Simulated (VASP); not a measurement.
# Bi2H6Rh in VASP: single point with PBE

Aim: the single point of Bi2H6Rh with PBE.

Program: VASP 6.6.1. These are calculated values, not measurements. Logs are shortened: lines on timing, memory, paths and dates and some standing lists are left out, and cuts for length are marked.

## (1) The cell of the first run

The cell holds a slab with vacuum, 9 atoms: a = 2.725 Å, b = 2.725 Å, c = 24.272 Å, α = 90.00°, β = 90.00°, γ = 120.00°.

## (2) Single point, PBE

Input file INCAR:

```
PREC = Accurate
ENCUT = 520
EDIFF = 1E-6
ISMEAR = 0
SIGMA = 0.1
LREAL = False
LASPH = True
NELM = 80
ALGO = Normal
ISIF = 2
LWAVE = False
LCHARG = False
GGA = PE
NBANDS = 36
```

Input file KPOINTS:

```
regular mesh
0
Gamma
  6 6 1
```

Input file POSCAR:

```
Bi2H6Rh
1.0
    2.7248808200      0.0000000000      0.0000000000
   -1.3624404100      2.3598160100      0.0000000000
    0.0000000000      0.0000000000     24.2716566600
Bi H Rh
2 6 1
Direct
    0.3333333300      0.6666666700      0.7691200400
    0.3333333300      0.6666666700      0.2308799600
    0.3333333300      0.6666666700      0.0550093600
    0.6666666700      0.3333333300      0.7144401700
    0.6666666700      0.3333333300      0.1761664700
    0.6666666700      0.3333333300      0.8238335300
    0.6666666700      0.3333333300      0.2855598300
    0.3333333300      0.6666666700      0.9449906400
    0.6666666700      0.3333333300      0.0000000000
```

Potentials or basis: VASP PAW PBE potentials, release 64 (Bi_d, H, Rh_pv).

On the command line:

```sh
$ cat potpaw_PBE.64/Bi_d/POTCAR potpaw_PBE.64/H/POTCAR potpaw_PBE.64/Rh_pv/POTCAR > POTCAR
$ mpirun -np 1 vasp_std > vasp.out
```

OUTCAR:

```text
PREC = Accurate
   ENCUT = 520
   EDIFF = 1E-6
   ISMEAR = 0
   LREAL = False
   LASPH = True
   NELM = 80
   ISIF = 2
   GGA = PE

 ion  position               nearest neighbor table
   1  0.333  0.667  0.769-   4 2.06   4 2.06   4 2.06   6 2.06   6 2.06   6 2.06
   2  0.333  0.667  0.231-   7 2.06   7 2.06   7 2.06   5 2.06   5 2.06   5 2.06
   3  0.333  0.667  0.055-   9 2.06   9 2.06   9 2.06
   4  0.667  0.333  0.714-   1 2.06   1 2.06   1 2.06
   5  0.667  0.333  0.176-   2 2.06   2 2.06   2 2.06
   6  0.667  0.333  0.824-   1 2.06   1 2.06   1 2.06
   7  0.667  0.333  0.286-   2 2.06   2 2.06   2 2.06
   8  0.333  0.667  0.945-   9 2.06   9 2.06   9 2.06
   9  0.667  0.333  0.000-   3 2.06   8 2.06   3 2.06   8 2.06   3 2.06   8 2.06

  LATTYP: Found a hexagonal cell.
 ALAT       =     2.7248808200
 C/A-ratio  =     8.9074195399

  Lattice vectors:

 A1 = (   2.7248808200,   0.0000000000,   0.0000000000)
 A2 = (  -1.3624404100,   2.3598160100,   0.0000000000)
 A3 = (   0.0000000000,   0.0000000000,  24.2716566600)

Analysis of symmetry for initial positions (statically):
=====================================================================
 Subroutine PRICEL returns:
 Original cell was already a primitive cell.

 Routine SETGRP: Setting up the symmetry group for a
 hexagonal supercell.

 Subroutine GETGRP returns: Found 12 space group operations
 (whereof 12 operations were pure point group operations)
 out of a pool of 24 trial point group operations.

The static configuration has the point symmetry D_3h.

Analysis of symmetry for dynamics (positions and initial velocities):
=====================================================================
 Subroutine PRICEL returns:
 Original cell was already a primitive cell.

 Routine SETGRP: Setting up the symmetry group for a
 hexagonal supercell.

 Subroutine GETGRP returns: Found 12 space group operations
 (whereof 12 operations were pure point group operations)
 out of a pool of 24 trial point group operations.

The dynamic configuration has the point symmetry D_3h.

 Subroutine INISYM returns: Found 12 space group operations
 (whereof 12 operations are pure point group operations),
 and found     1 'primitive' translations

----------------------------------------------------------------------------------------

                                     Primitive cell

  volume of cell :     156.0720

  direct lattice vectors                    reciprocal lattice vectors
     2.724880820  0.000000000  0.000000000     0.366988528  0.211880925  0.000000000
    -1.362440410  2.359816010  0.000000000     0.000000000  0.423761851  0.000000000
     0.000000000  0.000000000 24.271656660     0.000000000  0.000000000  0.041200319

  length of vectors
     2.724880820  2.724880818 24.271656660     0.423761850  0.423761851  0.041200319

  position of ions in fractional coordinates (direct lattice)
     0.333333330  0.666666670  0.769120040
     0.333333330  0.666666670  0.230879960
     0.333333330  0.666666670  0.055009360
     0.666666670  0.333333330  0.714440170
     0.666666670  0.333333330  0.176166470
     0.666666670  0.333333330  0.823833530
     0.666666670  0.333333330  0.285559830
     0.333333330  0.666666670  0.944990640
     0.666666670  0.333333330  0.000000000

  ion indices of the primitive-cell ions
   primitive index   ion index
                 1           1
                 2           2
                 3           3
                 4           4
                 5           5
                 6           6
                 7           7
                 8           8
                 9           9

----------------------------------------------------------------------------------------

 KPOINTS: regular mesh

Automatic generation of k-mesh.
 Grid dimensions read from file:
 generate k-points for:    6    6    1

 Generating k-lattice:

  Cartesian coordinates                     Fractional coordinates (reciprocal lattice)
     0.061164755  0.035313488  0.000000000     0.166666667 -0.000000000  0.000000000
     0.000000000  0.070626975  0.000000000     0.000000000  0.166666667  0.000000000
     0.000000000  0.000000000  0.041200319     0.000000000  0.000000000  1.000000000

  Length of vectors
     0.070626975  0.070626975  0.041200319

  Shift w.r.t. Gamma in fractional coordinates (k-lattice)
     0.000000000  0.000000000  0.000000000

 Subroutine IBZKPT returns following result:
 ===========================================

 Found      7 irreducible k-points:

 Following reciprocal coordinates:
            Coordinates               Weight
  0.000000  0.000000  0.000000      1.000000
  0.166667 -0.000000  0.000000      6.000000
  0.333333 -0.000000  0.000000      6.000000
  0.500000 -0.000000  0.000000      3.000000
  0.166667  0.166667  0.000000      6.000000
  0.333333  0.166667  0.000000     12.000000
  0.333333  0.333333  0.000000      2.000000
   k-points           NKPTS =      7   k-points in BZ     NKDIM =      7   number of bands    NBANDS=     36
   number of dos      NEDOS =    301   number of ions     NIONS =      9
   total plane-waves  NPLWV =  76800
   dimension x,y,z NGX =    20 NGY =   20 NGZ =  192
   dimension x,y,z NGXF=    40 NGYF=   40 NGZF=  384
   ions per type =               2   6   1
   NGX,Y,Z   is equivalent  to a cutoff of  12.20, 12.20, 13.15 a.u.
   NGXF,Y,Z  is equivalent  to a cutoff of  24.40, 24.40, 26.30 a.u.
 SYSTEM =  unknown system
   PREC   = accura    normal or accurate (medium, high low for compatibility)
   ISTART =      0    job   : 0-new  1-cont  2-samecut
   ICHARG =      2    charge: 1-file 2-atom 10-const
   ISPIN  =      1    spin polarized calculation?
   LNONCOLLINEAR =      F non collinear calculations
   LSORBIT =      F    spin-orbit coupling
   LASPH  =      T    aspherical Exc in radial PAW
   ENCUT  =  520.0 eV  38.22 Ry    6.18 a.u.   5.07  5.07 45.13*2*pi/ulx,y,z
   NELM   =     80;   NELMIN=  2; NELMDL= -5     # of ELM steps
   EDIFF  = 0.1E-05   stopping-criterion for ELM
   LREAL  =      F    real-space projection
   EDIFFG = 0.1E-04   stopping-criterion for IOM
   NSW    =      0    number of steps for IOM
   IBRION =     -1    ionic relax: 0-MD 1-quasi-New 2-CG
   NFREE  =      0    steps in history (QN), initial steepest desc. (CG)
   ISIF   =      2    stress and relaxation
   ISYM   =      2    0-nonsym 1-usesym 2-fastsym
   POTIM  = 0.5000    time-step for ionic-motion
   TEBEG  =    0.0;   TEEND  =   0.0 temperature during run
   PSTRESS=    0.0 pullay stress
   NELECT =      51.0000    total number of electrons
   NUPDOWN=      -1.0000    fix difference up-down
   EMIN   =  10.00;   EMAX   =-10.00  energy-range for DOS
   EFERMI =   0.00;   METHOD = LEGACY
   ISMEAR =     0;   SIGMA  =   0.10  broadening in eV -4-tet -1-fermi 0-gaus
   EFERMI_NEDOS =   21; number of points for ismear=-14 and -15
   IALGO  =     38    algorithm
   IMIX   =      4    mixing-type and parameters
     AMIX     =   0.40;   BMIX     =  1.00
     AMIX_MAG =   1.60;   BMIX_MAG =  1.00
  volume/ion in A,a.u.               =      17.34       117.03
  Fermi-wavevector in a.u.,A,eV,Ry     =   1.127604  2.130862 17.299676  1.271490
  Thomas-Fermi vector in A             =   2.264291
   LORBIT       =      0    0 simple, 1 ext, 2 COOP (PROOUT), +10 PAW based schemes
   GGA     = PE    functional components
   LHFCALC =     F    Hartree Fock is set to
   AEXX    =    0.0000 exact exchange contribution
   IVDW    =     0    specifies the selected vdW correction
   LEPSILON=     F    determine dielectric tensor
   LRPA    =     F    only Hartree local field effects (RPA)
 non-spin polarized calculation
 Gauss-broadening in eV      SIGMA  =   0.10
  energy-cutoff  :      520.00
  volume of cell :      156.07
 maximum number of plane-waves:      4234
   NGX = 11   NGY = 11   NGZ = 91

 number of electron      51.0000001 magnetization

 Free energy of the ion-electron system (eV)
  ---------------------------------------------------
  ext. energy  EPLUGINS =         0.00000000
  ---------------------------------------------------
  free energy    TOTEN  =       -21.38022348 eV

  energy without entropy =      -21.35851675  energy(sigma->0) =      -21.36937012

 E-fermi :   3.3035     XC(G=0):  -6.9206

 val. band max:        3.2731292812   @ k =   0.3333  -0.0000   0.0000
 cond. band min:       3.3700592343   @ k =   0.3333  -0.0000   0.0000
 fundamental gap:      0.0969299532
 Fermi energy:         3.3034895227

 k-point     1 :       0.0000    0.0000    0.0000
  band No.  band energies     occupation
      1     -42.6938      2.00000
      2     -42.6938      2.00000
      3     -42.6623      2.00000
      4     -22.4089      2.00000
      5     -22.4089      2.00000
      6     -22.1512      2.00000
[... 28 lines left out ...]
     35      12.0540      0.00000
     36      13.2181      0.00000

 k-point     2 :       0.1667   -0.0000    0.0000
  band No.  band energies     occupation
      1     -42.8188      2.00000
      2     -42.7236      2.00000
      3     -42.6444      2.00000
      4     -22.3665      2.00000
      5     -22.3665      2.00000
      6     -22.0144      2.00000
[... 28 lines left out ...]
     35      10.5135      0.00000
     36      10.9057      0.00000

 k-point     3 :       0.3333   -0.0000    0.0000
  band No.  band energies     occupation
      1     -43.0640      2.00000
      2     -42.7829      2.00000
      3     -42.6087      2.00000
      4     -22.6686      2.00000
      5     -22.6686      2.00000
      6     -21.8392      2.00000
[... 28 lines left out ...]
     35       9.2752      0.00000
     36      10.4537      0.00000

 k-point     4 :       0.5000   -0.0000    0.0000
  band No.  band energies     occupation
      1     -43.1842      2.00000
      2     -42.8123      2.00000
      3     -42.5907      2.00000
      4     -22.8232      2.00000
      5     -22.8232      2.00000
      6     -22.0311      2.00000
[... 28 lines left out ...]
     35      10.1960      0.00000
     36      10.9529      0.00000

 k-point     5 :       0.1667    0.1667    0.0000
  band No.  band energies     occupation
      1     -42.9800      2.00000
      2     -42.7920      2.00000
      3     -42.6176      2.00000
      4     -22.3118      2.00000
      5     -22.3117      2.00000
      6     -21.9643      2.00000
[... 28 lines left out ...]
     35       9.1954      0.00000
     36      10.4723      0.00000

 k-point     6 :       0.3333    0.1667    0.0000
  band No.  band energies     occupation
      1     -43.1224      2.00000
      2     -42.8765      2.00000
      3     -42.5907      2.00000
      4     -22.4405      2.00000
      5     -22.4405      2.00000
      6     -21.9267      2.00000
[... 28 lines left out ...]
     35      10.1115      0.00000
     36      10.9535      0.00000

 k-point     7 :       0.3333    0.3333    0.0000
  band No.  band energies     occupation
      1     -43.0416      2.00000
      2     -43.0344      2.00000
      3     -42.5818      2.00000
      4     -21.8094      2.00000
      5     -21.8094      2.00000
      6     -21.7988      2.00000
[... 28 lines left out ...]
     35      10.2087      0.00000
     36      10.4266      0.00000

------------------------ aborting loop because EDIFF is reached ----------------------------------------

  FORCE on cell =-STRESS in cart. coord.  units (eV):
  Direction    XX          YY          ZZ          XY          YZ          ZX
  --------------------------------------------------------------------------------------
  -------------------------------------------------------------------------------------
  Total       40.9856165     40.9856164      2.7295897      0.0000000      0.0000000      0.0000000
  in kB      420.7430773    420.7430764     28.0209510      0.0000000      0.0000000      0.0000000
  external PRESSURE =     289.8357016 kB  Pullay stress =       0.0000000 kB

 VOLUME and BASIS-vectors are now :
 -----------------------------------------------------------------------------
  energy-cutoff  :      520.00
  volume of cell :      156.07
      direct lattice vectors                 reciprocal lattice vectors
     2.724880820  0.000000000  0.000000000     0.366988528  0.211880925  0.000000000
    -1.362440410  2.359816010  0.000000000     0.000000000  0.423761851  0.000000000
     0.000000000  0.000000000 24.271656660     0.000000000  0.000000000  0.041200319

 POSITION                                       TOTAL-FORCE (eV/Angst)
 -----------------------------------------------------------------------------------
     -0.00000      1.57321     18.66782         0.000000     -0.000000      0.114713
     -0.00000      1.57321      5.60384         0.000000     -0.000000     -0.114713
     -0.00000      1.57321      1.33517         0.000000      0.000000     -1.955289
      1.36244      0.78661     17.34065         0.000000      0.000000     -1.603445
      1.36244      0.78661      4.27585         0.000000      0.000000     -1.504871
      1.36244      0.78661     19.99580         0.000000      0.000000      1.504871
      1.36244      0.78661      6.93101         0.000000      0.000000      1.603445
     -0.00000      1.57321     22.93649         0.000000      0.000000      1.955289
      1.36244      0.78661      0.00000        -0.000000      0.000000     -0.000000
 -----------------------------------------------------------------------------------
    total drift:                                0.000004     -0.000002      0.000000

  FREE ENERGIE OF THE ION-ELECTRON SYSTEM (eV)
  ---------------------------------------------------
  free  energy   TOTEN  =       -21.3802234785 eV

  energy  without entropy=      -21.3585167532  energy(sigma->0) =      -21.36937012
```

Wall time 68 s (1 thread of AMD EPYC 7R13 (Zen 3), shared host); peak memory 0.24 GiB.

Results:

```yaml
Free_energy: -21.3802 eV
Largest_force: 1.955 eV/Å
```

Forces on the atoms (eV/Å):
```
Bi   0.000  0.000  0.115
Bi   0.000  0.000 -0.115
H    0.000  0.000 -1.955
H    0.000  0.000 -1.603
H    0.000  0.000 -1.505
H    0.000  0.000  1.505
H    0.000  0.000  1.603
H    0.000  0.000  1.955
Rh   0.000  0.000  0.000
```

Caveat: the k points lie up to 0.44 Å⁻¹ apart; spin-orbit coupling is left out, which moves the levels of the heavy elements.
